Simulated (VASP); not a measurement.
# SnB17N18 (a cell with a defect) in VASP: relaxation of the atoms with PBE

Aim: the relaxation of the atoms of SnB17N18 (a cell with a defect) with PBE.

All numbers are computed with VASP 6.6.1; they aren't measurements. Logs are shortened: lines on timing, memory, paths and dates and some standing lists are left out, and cuts for length are marked.

**1. The cell of the first run**

The cell holds a defect, 36 atoms: a = 7.465 Å, b = 7.465 Å, c = 6.495 Å, α = 90.00°, β = 90.00°, γ = 120.00°.

**2. Relaxation of the atoms, PBE**

The input, INCAR:

```
SYSTEM = SnB17N18
ALGO = Normal
EDIFF = 1E-7
EDIFFG = -0.03
ENCUT = 520
GGA = PE
GGA_COMPAT = .False.
IBRION = 2
ISIF = 2
ISMEAR = 0
ISYM = -1
LASPH = .True.
LCHARG = .False.
LREAL = Auto
LWAVE = .False.
NELECT = 154.0
NELM = 120
NELMIN = 4
NSW = 100
PREC = Accurate
SIGMA = 0.01
```

The input, KPOINTS:

```
explicit points
1
Reciprocal
  0.25000000   0.25000000   0.25000000 1
```

The input, POSCAR:

```
SnB17N18
1.0
    7.4650312800      0.0000000000      0.0000000000
   -3.7325156400      6.4649067300      0.0000000000
    0.0000000000      0.0000000000      6.4954828800
B N Sn
17 18 1
Direct
    0.1111111100      0.2222222200      0.2500000000
    0.2222222200      0.1111111100      0.7500000000
    0.1111111100      0.5555555600      0.2500000000
    0.2222222200      0.4444444400      0.7500000000
    0.1111111100      0.8888888900      0.2500000000
    0.2222222200      0.7777777800      0.7500000000
    0.4444444400      0.2222222200      0.2500000000
    0.5555555600      0.1111111100      0.7500000000
    0.4444444400      0.5555555600      0.2500000000
    0.4444444400      0.8888888900      0.2500000000
    0.5555555600      0.7777777800      0.7500000000
    0.7777777800      0.2222222200      0.2500000000
    0.8888888900      0.1111111100      0.7500000000
    0.7777777800      0.5555555600      0.2500000000
    0.8888888900      0.4444444400      0.7500000000
    0.7777777800      0.8888888900      0.2500000000
    0.8888888900      0.7777777800      0.7500000000
    0.1111111100      0.2222222200      0.7500000000
    0.2222222200      0.1111111100      0.2500000000
    0.1111111100      0.5555555600      0.7500000000
    0.2222222200      0.4444444400      0.2500000000
    0.1111111100      0.8888888900      0.7500000000
    0.2222222200      0.7777777800      0.2500000000
    0.4444444400      0.2222222200      0.7500000000
    0.5555555600      0.1111111100      0.2500000000
    0.4444444400      0.5555555600      0.7500000000
    0.5555555600      0.4444444400      0.2500000000
    0.4444444400      0.8888888900      0.7500000000
    0.5555555600      0.7777777800      0.2500000000
    0.7777777800      0.2222222200      0.7500000000
    0.8888888900      0.1111111100      0.2500000000
    0.7777777800      0.5555555600      0.7500000000
    0.8888888900      0.4444444400      0.2500000000
    0.7777777800      0.8888888900      0.7500000000
    0.8888888900      0.7777777800      0.2500000000
    0.5555555600      0.4444444400      0.7500000000
```

Potentials or basis: VASP PAW PBE potentials, release 64 (B, N, Sn_d).

Run with:

```sh
> cat potpaw_PBE.64/B/POTCAR potpaw_PBE.64/N/POTCAR potpaw_PBE.64/Sn_d/POTCAR > POTCAR
> mpirun -np 1 vasp_std > vasp.out
```

OUTCAR:

```text
SYSTEM = SnB17N18
   EDIFF = 1E-7
   EDIFFG = -0.03
   ENCUT = 520
   GGA = PE
   IBRION = 2
   ISIF = 2
   ISMEAR = 0
   ISYM = -1
   LASPH = .True.
   LREAL = Auto
   NELECT = 154.0
   NELM = 120
   NELMIN = 4
   NSW = 100
   PREC = Accurate

 ion  position               nearest neighbor table
   1  0.111  0.222  0.250-  19 1.44  31 1.44  21 1.44
   2  0.222  0.111  0.750-  18 1.44  24 1.44  22 1.44  36 2.49
   3  0.111  0.556  0.250-  33 1.44  23 1.44  21 1.44
   4  0.222  0.444  0.750-  26 1.44  18 1.44  20 1.44  36 2.49
   5  0.111  0.889  0.250-  23 1.44  35 1.44  19 1.44
   6  0.222  0.778  0.750-  22 1.44  28 1.44  20 1.44
   7  0.444  0.222  0.250-  19 1.44  27 1.44  25 1.44
   8  0.556  0.111  0.750-  30 1.44  28 1.44  24 1.44  36 2.49
   9  0.444  0.556  0.250-  21 1.44  29 1.44  27 1.44
  10  0.444  0.889  0.250-  23 1.44  25 1.44  29 1.44
  11  0.556  0.778  0.750-  34 1.44  26 1.44  28 1.44  36 2.49
  12  0.778  0.222  0.250-  31 1.44  25 1.44  33 1.44
  13  0.889  0.111  0.750-  30 1.44  18 1.44  34 1.44
  14  0.778  0.556  0.250-  27 1.44  35 1.44  33 1.44
  15  0.889  0.444  0.750-  20 1.44  30 1.44  32 1.44  36 2.49
  16  0.778  0.889  0.250-  35 1.44  29 1.44  31 1.44
  17  0.889  0.778  0.750-  34 1.44  22 1.44  32 1.44  36 2.49
  18  0.111  0.222  0.750-   2 1.44  13 1.44   4 1.44
  19  0.222  0.111  0.250-   1 1.44   7 1.44   5 1.44
  20  0.111  0.556  0.750-  15 1.44   6 1.44   4 1.44
  21  0.222  0.444  0.250-   9 1.44   1 1.44   3 1.44
  22  0.111  0.889  0.750-   6 1.44  17 1.44   2 1.44
  23  0.222  0.778  0.250-   5 1.44  10 1.44   3 1.44
[... 10 lines left out ...]
  34  0.778  0.889  0.750-  17 1.44  11 1.44  13 1.44
  35  0.889  0.778  0.250-  16 1.44   5 1.44  14 1.44
  36  0.556  0.444  0.750-  32 1.44  24 1.44  26 1.44  15 2.49   8 2.49  17 2.49   2 2.49   4 2.49
                            11 2.49

IMPORTANT INFORMATION: All symmetrisations will be switched off!
NOSYMM: (Re-)initialisation of all symmetry stuff for point group C_1.

----------------------------------------------------------------------------------------

                                     Primitive cell

  volume of cell :     313.4768

  direct lattice vectors                    reciprocal lattice vectors
     7.465031280  0.000000000  0.000000000     0.133957912  0.077340636  0.000000000
    -3.732515640  6.464906730  0.000000000     0.000000000  0.154681273  0.000000000
     0.000000000  0.000000000  6.495482880     0.000000000  0.000000000  0.153953142

  length of vectors
     7.465031280  7.465031281  6.495482880     0.154681273  0.154681273  0.153953142

  position of ions in fractional coordinates (direct lattice)
     0.111111110  0.222222220  0.250000000
     0.222222220  0.111111110  0.750000000
     0.111111110  0.555555560  0.250000000
     0.222222220  0.444444440  0.750000000
     0.111111110  0.888888890  0.250000000
     0.222222220  0.777777780  0.750000000
[... 28 lines left out ...]
     0.888888890  0.777777780  0.250000000
     0.555555560  0.444444440  0.750000000

  ion indices of the primitive-cell ions
   primitive index   ion index
                 1           1
                 2           2
                 3           3
                 4           4
                 5           5
                 6           6
[... 28 lines left out ...]
                35          35
                36          36

----------------------------------------------------------------------------------------

 KPOINTS: explicit points

Read explicit list of k-points.

 Found      1 k-points:

 Following reciprocal coordinates:
            Coordinates               Weight
  0.250000  0.250000  0.250000      1.000000
   k-points           NKPTS =      1   k-points in BZ     NKDIM =      1   number of bands    NBANDS=     96
   number of dos      NEDOS =    301   number of ions     NIONS =     36
   total plane-waves  NPLWV = 150528
   dimension x,y,z NGX =    56 NGY =   56 NGZ =   48
   dimension x,y,z NGXF=   112 NGYF=  112 NGZF=   96
   ions per type =              17  18   1
   NGX,Y,Z   is equivalent  to a cutoff of  12.47, 12.47, 12.29 a.u.
   NGXF,Y,Z  is equivalent  to a cutoff of  24.94, 24.94, 24.57 a.u.
 SYSTEM =  SnB17N18
   PREC   = accura    normal or accurate (medium, high low for compatibility)
   ISTART =      0    job   : 0-new  1-cont  2-samecut
   ICHARG =      2    charge: 1-file 2-atom 10-const
   ISPIN  =      1    spin polarized calculation?
   LNONCOLLINEAR =      F non collinear calculations
   LSORBIT =      F    spin-orbit coupling
   LASPH  =      T    aspherical Exc in radial PAW
   ENCUT  =  520.0 eV  38.22 Ry    6.18 a.u.  13.88 13.88 12.08*2*pi/ulx,y,z
   NELM   =    120;   NELMIN=  4; NELMDL= -5     # of ELM steps
   EDIFF  = 0.1E-06   stopping-criterion for ELM
   LREAL  =      T    real-space projection
   EDIFFG = -.3E-01   stopping-criterion for IOM
   NSW    =    100    number of steps for IOM
   IBRION =      2    ionic relax: 0-MD 1-quasi-New 2-CG
   NFREE  =      1    steps in history (QN), initial steepest desc. (CG)
   ISIF   =      2    stress and relaxation
   ISYM   =     -1    0-nonsym 1-usesym 2-fastsym
   POTIM  = 0.5000    time-step for ionic-motion
   TEBEG  =    0.0;   TEEND  =   0.0 temperature during run
   PSTRESS=    0.0 pullay stress
   NELECT =     154.0000    total number of electrons
   NUPDOWN=      -1.0000    fix difference up-down
   EMIN   =  10.00;   EMAX   =-10.00  energy-range for DOS
   EFERMI =   0.00;   METHOD = LEGACY
   ISMEAR =     0;   SIGMA  =   0.01  broadening in eV -4-tet -1-fermi 0-gaus
   EFERMI_NEDOS =   21; number of points for ismear=-14 and -15
   IALGO  =     38    algorithm
   IMIX   =      4    mixing-type and parameters
     AMIX     =   0.40;   BMIX     =  1.00
     AMIX_MAG =   1.60;   BMIX_MAG =  1.00
  volume/ion in A,a.u.               =       8.71        58.76
  Fermi-wavevector in a.u.,A,eV,Ry     =   1.291754  2.441062 22.703083  1.668629
  Thomas-Fermi vector in A             =   2.423505
   LORBIT       =      0    0 simple, 1 ext, 2 COOP (PROOUT), +10 PAW based schemes
   GGA     = PE    functional components
   LHFCALC =     F    Hartree Fock is set to
   AEXX    =    0.0000 exact exchange contribution
   IVDW    =     0    specifies the selected vdW correction
   LEPSILON=     F    determine dielectric tensor
   LRPA    =     F    only Hartree local field effects (RPA)
 conjugate gradient relaxation of ions
 non-spin polarized calculation
 Gauss-broadening in eV      SIGMA  =   0.01
  energy-cutoff  :      520.00
  volume of cell :      313.48
 maximum number of plane-waves:      8452
 NGX is ok and might be reduce to    56
   NGX = 27   NGY = 27   NGZ = 25

--------------------------------------- Ionic step        1  -------------------------------------------

 number of electron     154.0000006 magnetization

 Free energy of the ion-electron system (eV)
  ---------------------------------------------------
  ext. energy  EPLUGINS =         0.00000000
  ---------------------------------------------------
  free energy    TOTEN  =      -288.20182106 eV

  energy without entropy =     -288.20182106  energy(sigma->0) =     -288.20182106

------------------------ aborting loop because EDIFF is reached ----------------------------------------

  FORCE on cell =-STRESS in cart. coord.  units (eV):
  Direction    XX          YY          ZZ          XY          YZ          ZX
  --------------------------------------------------------------------------------------
  -------------------------------------------------------------------------------------
  Total      119.7245684    121.4448641     -2.4705293      1.4897842     -0.0787719     -0.0454789
  in kB      611.9113721    620.7037908    -12.6268570      7.6142760     -0.4026027     -0.2324423
  external PRESSURE =     406.6627686 kB  Pullay stress =       0.0000000 kB
[... 191 lines left out ...]
  FREE ENERGIE OF THE ION-ELECTRON SYSTEM (eV)
  ---------------------------------------------------
  free  energy   TOTEN  =      -305.6012230875 eV

  energy  without entropy=     -305.6012230875  energy(sigma->0) =     -305.60122309

[... ionic steps 4 to 14 ...]

--------------------------------------- Ionic step       15  -------------------------------------------

 number of electron     154.0000007 magnetization

------------------------ aborting loop because EDIFF is reached ----------------------------------------

  FORCE on cell =-STRESS in cart. coord.  units (eV):
  Direction    XX          YY          ZZ          XY          YZ          ZX
  --------------------------------------------------------------------------------------
  -------------------------------------------------------------------------------------
  Total       70.6539550     71.0272160     -2.8481851      0.3232551     -0.1045482     -0.0603612
  in kB      361.1118349    363.0195692    -14.5570525      1.6521546     -0.5343453     -0.3085054
  external PRESSURE =     236.5247839 kB  Pullay stress =       0.0000000 kB
[... 125 lines left out ...]
  energy  without entropy=     -307.0789229412  energy(sigma->0) =     -307.07892294

--------------------------------------- Ionic step       17  -------------------------------------------

 number of electron     154.0000007 magnetization

 Free energy of the ion-electron system (eV)
  ---------------------------------------------------
  ext. energy  EPLUGINS =         0.00000000
  ---------------------------------------------------
  free energy    TOTEN  =      -307.07903629 eV

  energy without entropy =     -307.07903629  energy(sigma->0) =     -307.07903629

 E-fermi :   3.1216     XC(G=0): -10.4135

 val. band max:        3.0739778655   @ k =   0.2500   0.2500   0.2500
 cond. band min:       7.4365529524   @ k =   0.2500   0.2500   0.2500
 fundamental gap:      4.3625750869
 Fermi energy:         3.1215512090

 k-point     1 :       0.2500    0.2500    0.2500
  band No.  band energies     occupation
      1     -18.0453      2.00000
      2     -17.9892      2.00000
      3     -17.9765      2.00000
      4     -17.3031      2.00000
      5     -17.2946      2.00000
      6     -14.6889      2.00000
[... 81 lines left out ...]
     88      10.1451      0.00000
     89      10.2534      0.00000
 [bands above 89 left out]

------------------------ aborting loop because EDIFF is reached ----------------------------------------

  FORCE on cell =-STRESS in cart. coord.  units (eV):
  Direction    XX          YY          ZZ          XY          YZ          ZX
  --------------------------------------------------------------------------------------
  -------------------------------------------------------------------------------------
  Total       70.5731614     71.1153743     -2.8490408      0.4695692     -0.1042259     -0.0601750
  in kB      360.6988993    363.4701455    -14.5614264      2.3999649     -0.5326976     -0.3075540
  external PRESSURE =     236.5358728 kB  Pullay stress =       0.0000000 kB
[... 51 lines left out ...]
  FREE ENERGIE OF THE ION-ELECTRON SYSTEM (eV)
  ---------------------------------------------------
  free  energy   TOTEN  =      -307.0790362874 eV

  energy  without entropy=     -307.0790362874  energy(sigma->0) =     -307.07903629

 reached required accuracy - stopping structural energy minimisation
```

Wall time 7.4 min (1 thread of Intel Xeon 6975P-C (Granite Rapids), shared host); peak memory 0.43 GiB.

Results:

| Item | Value |
| --- | --- |
| Free energy | -307.0790 eV |
| Largest force after relaxing | 0.029 eV/Å |

Forces on the atoms (eV/Å):
```
B   -0.002 -0.001  0.000
B    0.012  0.009  0.001
B   -0.001  0.001  0.000
B    0.000  0.008  0.000
B    0.000  0.000  0.000
B   -0.010  0.006  0.000
B   -0.001  0.011  0.002
B   -0.004  0.003 -0.002
B    0.008 -0.005  0.000
B   -0.001  0.000  0.000
B   -0.007 -0.004  0.000
B    0.000  0.000  0.000
B   -0.001  0.001  0.000
B   -0.010 -0.004 -0.002
B   -0.005  0.002  0.002
B    0.000  0.003  0.000
B   -0.002 -0.015 -0.001
N   -0.010 -0.002  0.003
N   -0.003 -0.003  0.000
N    0.011  0.013  0.000
N   -0.007  0.001 -0.002
N    0.001 -0.001  0.000
N   -0.001  0.000  0.000
N   -0.001  0.004  0.005
N    0.003 -0.004 -0.003
N    0.025 -0.015  0.000
N   -0.002  0.001  0.000
N   -0.006 -0.017  0.000
N   -0.004  0.005  0.002
N    0.008 -0.004  0.000
N    0.000  0.000  0.000
N   -0.004 -0.001 -0.005
N    0.005  0.000  0.003
N   -0.003  0.009 -0.003
N    0.001  0.004  0.000
Sn   0.009 -0.005  0.000
```

Final structure:
```
B N Sn
1.0
     7.46503    0.00000    0.00000
    -3.73252    6.46491    0.00000
     0.00000    0.00000    6.49548
B N Sn
17 18 1
Direct
  0.11096 0.22187 0.25001
  0.20821 0.09914 0.75007
  0.11152 0.55574 0.24996
  0.20920 0.44317 0.75018
  0.11147 0.88853 0.25000
  0.22244 0.77756 0.75000
  0.44351 0.21991 0.24988
  0.55563 0.09898 0.75020
  0.44360 0.55640 0.25000
  0.44426 0.88848 0.25004
  0.55683 0.79080 0.74982
  0.77811 0.22189 0.25000
  0.88820 0.11180 0.75000
  0.78009 0.55649 0.25012
  0.90102 0.44437 0.74980
  0.77813 0.88904 0.24999
  0.90086 0.79179 0.74993
  0.11029 0.22182 0.75003
  0.22192 0.11126 0.25019
  0.11242 0.55686 0.75002
  0.22199 0.44463 0.24982
  0.11256 0.88744 0.75000
  0.22201 0.77799 0.25000
  0.41649 0.16825 0.75001
  0.55536 0.11123 0.24985
  0.41897 0.58103 0.75000
  0.55540 0.44460 0.25000
  0.44314 0.88758 0.74998
  0.55537 0.77801 0.25018
  0.77753 0.22247 0.75000
  0.88868 0.11132 0.25000
  0.83175 0.58351 0.74999
  0.88877 0.44464 0.25015
  0.77818 0.88971 0.74997
  0.88874 0.77808 0.24981
  0.55638 0.44362 0.75000
```

Levels at points of the mesh, in eV from the Fermi level:
```csv
k point,band 73,band 74,band 75,band 76,band 77,band 78,band 79,band 80,band 81,band 82
"(0.25, 0.25, 0.25)",-0.85,-0.49,-0.41,-0.35,-0.05,4.32,4.64,4.82,5.34,5.51
```

Caveat: the cell carries a net charge on a neutralising background, which shifts energy and pressure; the cell is charged against a uniform background, so pressure and absolute levels hang on convention; spin-orbit coupling is left out, which moves the levels of the heavy elements.
